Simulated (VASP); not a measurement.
# ScIn3N2 (P4mm) in VASP: further runs

ScIn3N2 is run at these levels: PBE; tasks: single point.

All numbers are computed with VASP 6.6.1; they aren't measurements. Logs are shortened: lines on timing, memory, paths and dates and some standing lists are left out, and cuts for length are marked.

### Step 1. The cell of the first run

The structure is tetragonal, space group P4mm (No. 99). The conventional cell has a = 3.125 Å, b = 3.125 Å, c = 11.461 Å, α = 90.00°, β = 90.00°, γ = 90.00°. Sc (site symmetry 4mm) has 4 N at 2.21 Å within 2.9 Å. In (site symmetry 4mm) has 4 N at 2.27 Å and 5 In at 3.03 to 3.13 Å within 3.2 Å. Within 3.4 Å of In (site symmetry 4mm) lie 1 N at 2.33 Å and 5 In at 3.03 to 3.13 Å and 4 Sc at 3.32 Å. Within 3.0 Å of In (site symmetry 4mm) lie 1 N at 2.30 Å. Within 2.9 Å of N (site symmetry 4mm) lie 4 Sc at 2.21 Å and 1 In at 2.33 Å. N (site symmetry 4mm) has 5 In at 2.27 to 2.30 Å within 3.0 Å.

The cell was generated, and may not be a known phase.

### Step 2. Single point, PBE, collinear spin, ferromagnetic start

INCAR reads:

```
SYSTEM = ScIn3N2
ALGO     = Normal         ! electronic algorithm
EDIFF    = 1E-6           ! SCF threshold, eV
ENCUT    = 520            ! plane-wave cutoff, eV
GGA      = PE             ! functional
ISIF     = 2              ! what is computed and relaxed
ISMEAR   = 0              ! smearing method
ISPIN    = 2              ! spin polarisation
LASPH    = .TRUE.         ! aspherical terms in the spheres
LCHARG   = .FALSE.        ! write CHGCAR
LMAXMIX  = 4              ! l up to which the mixer works
LORBIT   = 11             ! projections on sites
LREAL    = .FALSE.        ! projectors in reciprocal space
LWAVE    = .FALSE.        ! write WAVECAR
MAGMOM   = 0 0 0 0 1 1    ! initial moments
NBANDS   = 43             ! bands
NELM     = 150            ! most SCF steps
PREC     = Accurate       ! precision mode
SIGMA    = 0.1            ! smearing width, eV
```

KPOINTS reads:

```
k-points
0
G
  6 6 2
  0 0 0
```

POSCAR reads:

```
ScIn3N2
1.0
    3.1252039513      0.0000000000      0.0000000000
    0.0000000000      3.1252039513      0.0000000000
    0.0000000000      0.0000000000     11.4607072626
Sc In N
1 3 2
Direct
    0.5000000000      0.5000000000      0.0896706303
    0.0000000000      0.0000000000      0.5698583496
    0.0000000000      0.0000000000      0.3056848262
    0.5000000000      0.5000000000      0.8167225606
    0.0000000000      0.0000000000      0.1022206328
    0.5000000000      0.5000000000      0.6158430105
```

Potentials or basis: VASP PAW PBE potentials, release 64 (Sc_sv, In_d, N).

Launch:

```console
> cat potpaw_PBE.64/Sc_sv/POTCAR potpaw_PBE.64/In_d/POTCAR potpaw_PBE.64/N/POTCAR > POTCAR
> mpirun -np 1 vasp_std > vasp.out
```

OUTCAR:

```text
SYSTEM = ScIn3N2
   EDIFF = 1E-6
   ENCUT = 520
   GGA = PE
   ISIF = 2
   ISMEAR = 0
   ISPIN = 2
   LASPH = .TRUE.
   LORBIT = 11
   LREAL = .FALSE.
   NELM = 150
   PREC = Accurate

 ion  position               nearest neighbor table
   1  0.500  0.500  0.090-   5 2.21   5 2.21   5 2.21   5 2.21   4 3.13   3 3.32   3 3.32   3 3.32
                             3 3.32
   2  0.000  0.000  0.570-   6 2.27   6 2.27   6 2.27   6 2.27   3 3.03   4 3.59   4 3.59   4 3.59
                             4 3.59
   3  0.000  0.000  0.306-   5 2.33   2 3.03   1 3.32   1 3.32   1 3.32   1 3.32
   4  0.500  0.500  0.817-   6 2.30   1 3.13   2 3.59   2 3.59   2 3.59   2 3.59
   5  0.000  0.000  0.102-   1 2.21   1 2.21   1 2.21   1 2.21   3 2.33
   6  0.500  0.500  0.616-   2 2.27   2 2.27   2 2.27   2 2.27   4 2.30

  LATTYP: Found a simple tetragonal cell.
 ALAT       =     3.1252039513
 C/A-ratio  =     3.6671869872

  Lattice vectors:

 A1 = (   3.1252039513,   0.0000000000,   0.0000000000)
 A2 = (   0.0000000000,   3.1252039513,   0.0000000000)
 A3 = (   0.0000000000,   0.0000000000,  11.4607072626)

Analysis of symmetry for initial positions (statically):
=====================================================================
 Subroutine PRICEL returns:
 Original cell was already a primitive cell.

 Routine SETGRP: Setting up the symmetry group for a
 simple tetragonal supercell.

 Subroutine GETGRP returns: Found  8 space group operations
 (whereof  8 operations were pure point group operations)
 out of a pool of 16 trial point group operations.

The static configuration has the point symmetry C_4v.

Analysis of symmetry for dynamics (positions and initial velocities):
=====================================================================
 Subroutine PRICEL returns:
 Original cell was already a primitive cell.

 Routine SETGRP: Setting up the symmetry group for a
 simple tetragonal supercell.

 Subroutine GETGRP returns: Found  8 space group operations
 (whereof  8 operations were pure point group operations)
 out of a pool of 16 trial point group operations.

The dynamic configuration has the point symmetry C_4v.

Analysis of structural, dynamic, and magnetic symmetry:
=====================================================================
 Subroutine PRICEL returns:
 Original cell was already a primitive cell.

 Routine SETGRP: Setting up the symmetry group for a
 simple tetragonal supercell.

 Subroutine GETGRP returns: Found  8 space group operations
 (whereof  8 operations were pure point group operations)
 out of a pool of 16 trial point group operations.

The overall configuration has the point symmetry C_4v.

 Subroutine INISYM returns: Found  8 space group operations
 (whereof  8 operations are pure point group operations),
 and found     1 'primitive' translations

----------------------------------------------------------------------------------------

                                     Primitive cell

  volume of cell :     111.9356

  direct lattice vectors                    reciprocal lattice vectors
     3.125203951  0.000000000  0.000000000     0.319979117  0.000000000  0.000000000
     0.000000000  3.125203951  0.000000000     0.000000000  0.319979117  0.000000000
     0.000000000  0.000000000 11.460707263     0.000000000  0.000000000  0.087254650

  length of vectors
     3.125203951  3.125203951 11.460707263     0.319979117  0.319979117  0.087254650

  position of ions in fractional coordinates (direct lattice)
     0.500000000  0.500000000  0.089670630
     0.000000000  0.000000000  0.569858350
     0.000000000  0.000000000  0.305684826
     0.500000000  0.500000000  0.816722561
     0.000000000  0.000000000  0.102220633
     0.500000000  0.500000000  0.615843011

  ion indices of the primitive-cell ions
   primitive index   ion index
                 1           1
                 2           2
                 3           3
                 4           4
                 5           5
                 6           6

[... 30 lines left out ...]
  0.333333  0.000000  0.000000      4.000000
  0.500000  0.000000  0.000000      2.000000
  0.166667  0.166667  0.000000      4.000000
  0.333333  0.166667  0.000000      8.000000
[... 12 lines left out ...]
  0.500000  0.333333  0.500000      4.000000
  0.500000  0.500000  0.500000      1.000000
   k-points           NKPTS =     20   k-points in BZ     NKDIM =     20   number of bands    NBANDS=     43
   number of dos      NEDOS =    301   number of ions     NIONS =      6
   total plane-waves  NPLWV =  51840
   dimension x,y,z NGX =    24 NGY =   24 NGZ =   90
   dimension x,y,z NGXF=    48 NGYF=   48 NGZF=  180
   ions per type =               1   3   2
   NGX,Y,Z   is equivalent  to a cutoff of  12.77, 12.77, 13.06 a.u.
   NGXF,Y,Z  is equivalent  to a cutoff of  25.53, 25.53, 26.11 a.u.
 SYSTEM =  ScIn3N2
   PREC   = accura    normal or accurate (medium, high low for compatibility)
   ISTART =      0    job   : 0-new  1-cont  2-samecut
   ICHARG =      2    charge: 1-file 2-atom 10-const
   ISPIN  =      2    spin polarized calculation?
   LNONCOLLINEAR =      F non collinear calculations
   LSORBIT =      F    spin-orbit coupling
   LASPH  =      T    aspherical Exc in radial PAW
   ENCUT  =  520.0 eV  38.22 Ry    6.18 a.u.   5.81  5.81 21.31*2*pi/ulx,y,z
   NELM   =    150;   NELMIN=  2; NELMDL= -5     # of ELM steps
   EDIFF  = 0.1E-05   stopping-criterion for ELM
   LREAL  =      F    real-space projection
   EDIFFG = 0.1E-04   stopping-criterion for IOM
   NSW    =      0    number of steps for IOM
   IBRION =     -1    ionic relax: 0-MD 1-quasi-New 2-CG
   NFREE  =      0    steps in history (QN), initial steepest desc. (CG)
   ISIF   =      2    stress and relaxation
   ISYM   =      2    0-nonsym 1-usesym 2-fastsym
   POTIM  = 0.5000    time-step for ionic-motion
   TEBEG  =    0.0;   TEEND  =   0.0 temperature during run
   PSTRESS=    0.0 pullay stress
   NELECT =      60.0000    total number of electrons
   NUPDOWN=      -1.0000    fix difference up-down
   EMIN   =  10.00;   EMAX   =-10.00  energy-range for DOS
   EFERMI =   0.00;   METHOD = LEGACY
   ISMEAR =     0;   SIGMA  =   0.10  broadening in eV -4-tet -1-fermi 0-gaus
   EFERMI_NEDOS =   21; number of points for ismear=-14 and -15
   IALGO  =     38    algorithm
   IMIX   =      4    mixing-type and parameters
     AMIX     =   0.40;   BMIX     =  1.00
     AMIX_MAG =   1.60;   BMIX_MAG =  1.00
  volume/ion in A,a.u.               =      18.66       125.90
  Fermi-wavevector in a.u.,A,eV,Ry     =   1.329850  2.513051 24.061903  1.768500
  Thomas-Fermi vector in A             =   2.458981
   LORBIT       =     11    0 simple, 1 ext, 2 COOP (PROOUT), +10 PAW based schemes
   GGA     = PE    functional components
   LHFCALC =     F    Hartree Fock is set to
   AEXX    =    0.0000 exact exchange contribution
   IVDW    =     0    specifies the selected vdW correction
   LEPSILON=     F    determine dielectric tensor
   LRPA    =     F    only Hartree local field effects (RPA)
 spin polarized calculation
 Gauss-broadening in eV      SIGMA  =   0.10
  energy-cutoff  :      520.00
  volume of cell :      111.94
 maximum number of plane-waves:      3064
 NGX is ok and might be reduce to    24
   NGX = 11   NGY = 11   NGZ = 43

 number of electron      59.9999985 magnetization       0.0001843

 Free energy of the ion-electron system (eV)
  ---------------------------------------------------
  ext. energy  EPLUGINS =         0.00000000
  ---------------------------------------------------
  free energy    TOTEN  =       -31.94073033 eV

  energy without entropy =      -31.92988184  energy(sigma->0) =      -31.93530609

 E-fermi :   6.6091     XC(G=0): -10.4686

 val. band max:        6.5738343563   @ k =   0.5000   0.5000   0.5000
 cond. band min:       6.8625256010   @ k =   0.5000   0.5000   0.0000
 fundamental gap:      0.2886912447
 Fermi energy:         6.6091322537

 spin component 1

 k-point     1 :       0.0000    0.0000    0.0000
  band No.  band energies     occupation
      1     -42.6366      1.00000
      2     -21.4673      1.00000
      3     -21.0316      1.00000
      4     -21.0316      1.00000
      5      -9.3916      1.00000
      6      -8.2933      1.00000
[... 889 lines left out ...]
     41      11.9413      0.00000
     42      12.6377      0.00000
 Fermi energy:         6.6091322537

 spin component 2

 k-point     1 :       0.0000    0.0000    0.0000
  band No.  band energies     occupation
      1     -42.6366      1.00000
      2     -21.4672      1.00000
      3     -21.0315      1.00000
      4     -21.0315      1.00000
      5      -9.3916      1.00000
      6      -8.2933      1.00000
[... 889 lines left out ...]
     41      11.9413      0.00000
     42      12.6376      0.00000
 [bands above 42 left out]

------------------------ aborting loop because EDIFF is reached ----------------------------------------

  FORCE on cell =-STRESS in cart. coord.  units (eV):
  Direction    XX          YY          ZZ          XY          YZ          ZX
  --------------------------------------------------------------------------------------
  -------------------------------------------------------------------------------------
  Total        0.4103370      0.4103370      0.0950719      0.0000000     -0.0000000      0.0000000
  in kB        5.8733130      5.8733130      1.3608009      0.0000000     -0.0000000      0.0000000
  external PRESSURE =       4.3691423 kB  Pullay stress =       0.0000000 kB

 VOLUME and BASIS-vectors are now :
 -----------------------------------------------------------------------------
  energy-cutoff  :      520.00
  volume of cell :      111.94
      direct lattice vectors                 reciprocal lattice vectors
     3.125203951  0.000000000  0.000000000     0.319979117  0.000000000  0.000000000
     0.000000000  3.125203951  0.000000000     0.000000000  0.319979117  0.000000000
     0.000000000  0.000000000 11.460707263     0.000000000  0.000000000  0.087254650

 POSITION                                       TOTAL-FORCE (eV/Angst)
 -----------------------------------------------------------------------------------
      1.56260      1.56260      1.02769         0.000000      0.000000      0.140191
      0.00000      0.00000      6.53098         0.000000      0.000000     -0.424496
      0.00000      0.00000      3.50336         0.000000      0.000000      0.175830
      1.56260      1.56260      9.36022         0.000000      0.000000     -0.244125
      0.00000      0.00000      1.17152         0.000000      0.000000     -0.065357
      1.56260      1.56260      7.05800         0.000000     -0.000000      0.417957
 -----------------------------------------------------------------------------------
    total drift:                                0.000000     -0.000000      0.000021

  FREE ENERGIE OF THE ION-ELECTRON SYSTEM (eV)
  ---------------------------------------------------
  free  energy   TOTEN  =       -31.9407303305 eV

  energy  without entropy=      -31.9298818409  energy(sigma->0) =      -31.93530609

 total charge

# of ion       s       p       d       tot
------------------------------------------
    1        2.197   6.206   1.079   9.481
    2        0.773   0.636   9.973  11.382
    3        0.904   0.643   9.857  11.404
    4        0.953   0.579   9.852  11.383
    5        1.262   2.397   0.000   3.659
    6        1.281   2.337   0.000   3.618
--------------------------------------------------
tot          7.369  12.798  30.760  50.927

 magnetization (x)

# of ion       s       p       d       tot
------------------------------------------
    1        0.000   0.000   0.000   0.000
    2        0.000   0.000  -0.000   0.000
    3       -0.000   0.000   0.000   0.000
    4        0.000  -0.000  -0.000   0.000
    5        0.000  -0.000   0.000  -0.000
    6        0.000  -0.000   0.000  -0.000
--------------------------------------------------
tot          0.000   0.000   0.000   0.000
```

Run time: 7.4 min. Hardware: 1 thread of Intel Xeon 8259CL, shared host; peak memory 0.34 GiB.

Results:

| Quantity | Value |
| --- | --- |
| Free energy | -31.9407 eV |
| Pressure | 0.4 GPa |
| Largest force | 0.424 eV/Å |
| Band gap on the k mesh | zero (filled and empty bands overlap) |
| Net moment | 0.00 μB per cell |
| Valence electrons inside the program's atomic spheres | Sc 9.48; In 11.38, 11.40 (each value once); N 3.66, 3.62 |

Forces in eV/Å, atoms in the order of the input:
```
Sc   0.000  0.000  0.140
In   0.000  0.000 -0.424
In   0.000  0.000  0.176
In   0.000  0.000 -0.244
N    0.000  0.000 -0.065
N    0.000  0.000  0.418
```

Caveat: spin-orbit coupling is left out, which moves the levels of the heavy elements.

### Step 3. Single point, PBE, collinear spin, ferromagnetic start

This run uses another cell than the first one, of 18.75 Å³/atom.

INCAR reads:

```
ALGO = Normal ; EDIFF = 1E-6
ENCUT = 520 ; GGA = PE
ISIF = 2 ; ISMEAR = 0
ISPIN = 2 ; LASPH = True
LCHARG = False ; LMAXMIX = 4
LORBIT = 11 ; LREAL = False
LWAVE = False ; MAGMOM = 0 0 0 0 1 1
NBANDS = 43 ; NELM = 150
PREC = Accurate ; SIGMA = 0.1
```

KPOINTS reads:

```
k-points
0
Gamma
  6 6 2
```

POSCAR reads:

```
ScIn3N2
1.0
    3.1212662687      0.0000000000      0.0000000000
    0.0000000000      3.1212662687      0.0000000000
    0.0000000000      0.0000000000     11.5484550036
Sc In N
1 3 2
Direct
    0.5000000000      0.5000000000      0.0935197907
    0.0000000000      0.0000000000      0.5630642350
    0.0000000000      0.0000000000      0.3073747281
    0.5000000000      0.5000000000      0.8136234292
    0.0000000000      0.0000000000      0.1033322259
    0.5000000000      0.5000000000      0.6190856011
```

Potentials or basis: VASP PAW PBE potentials, release 64 (Sc_sv, In_d, N).

Launch:

```console
> cat potpaw_PBE.64/Sc_sv/POTCAR potpaw_PBE.64/In_d/POTCAR potpaw_PBE.64/N/POTCAR > POTCAR
> mpirun -np 1 vasp_std > vasp.out
```

Run time: 8 min. Hardware: 1 thread of Intel Xeon 8259CL, shared host; peak memory 0.34 GiB.

It converged, with:

* Free energy: -31.9738 eV
* Pressure: 0.1 GPa
* Largest force: 0.034 eV/Å
* Band gap on the k mesh: zero (filled and empty bands overlap)
* Net moment: 0.00 μB per cell
* Valence electrons inside the program's atomic spheres: Sc 9.48; In 11.37, 11.41, 11.38; N 3.66, 3.61

Forces in eV/Å, atoms in the order of the input:
```
Sc   0.000  0.000 -0.032
In   0.000  0.000  0.007
In   0.000  0.000  0.003
In   0.000  0.000 -0.015
N    0.000  0.000  0.034
N    0.000  0.000  0.003
```

Stress tensor (GPa, compression positive):
```
 0.25  0.00  0.00
 0.00  0.25  0.00
 0.00  0.00 -0.24
```

Levels at points of the mesh, in eV from the Fermi level:
Spin up:
```tsv
k point	band 28	band 29	band 30	band 31	band 32	band 33
(0.00, 0.00, 0.00)	-1.45	-0.85	-0.85	0.36	1.56	2.68
(0.50, 0.00, 0.00)	-2.38	-1.78	-1.63	-0.38	1.82	1.88
(0.50, 0.50, 0.00)	-1.28	-0.13	-0.13	0.50	0.98	0.98
(0.00, 0.00, 0.50)	-0.85	-0.85	-0.21	0.36	0.79	3.00
(0.50, 0.00, 0.50)	-2.38	-1.72	-1.12	-0.38	1.30	2.68
(0.50, 0.50, 0.50)	-1.27	0.00	0.00	0.52	0.71	0.71
```
Spin down:
| k point | band 27 | band 28 | band 29 | band 30 | band 31 | band 32 | band 33 | band 34 |
| --- | --- | --- | --- | --- | --- | --- | --- | --- |
| (0.00, 0.00, 0.00) | -1.66 | -1.45 | -0.85 | -0.85 | 0.36 | 1.56 | 2.68 | 3.00 |
| (0.50, 0.00, 0.00) | -2.49 | -2.38 | -1.78 | -1.63 | -0.38 | 1.82 | 1.88 | 3.30 |
| (0.50, 0.50, 0.00) | -2.41 | -1.28 | -0.13 | -0.13 | 0.50 | 0.98 | 0.98 | 1.20 |
| (0.00, 0.00, 0.50) | -1.66 | -0.85 | -0.85 | -0.21 | 0.36 | 0.79 | 3.00 | 3.00 |
| (0.50, 0.00, 0.50) | -2.96 | -2.38 | -1.72 | -1.11 | -0.38 | 1.30 | 2.68 | 2.93 |
| (0.50, 0.50, 0.50) | -2.41 | -1.27 | 0.00 | 0.00 | 0.52 | 0.71 | 0.71 | 1.15 |

Caveat: spin-orbit coupling is left out, which moves the levels of the heavy elements.

The gap in the log of VASP goes by the Fermi energy; the results here count the filled bands.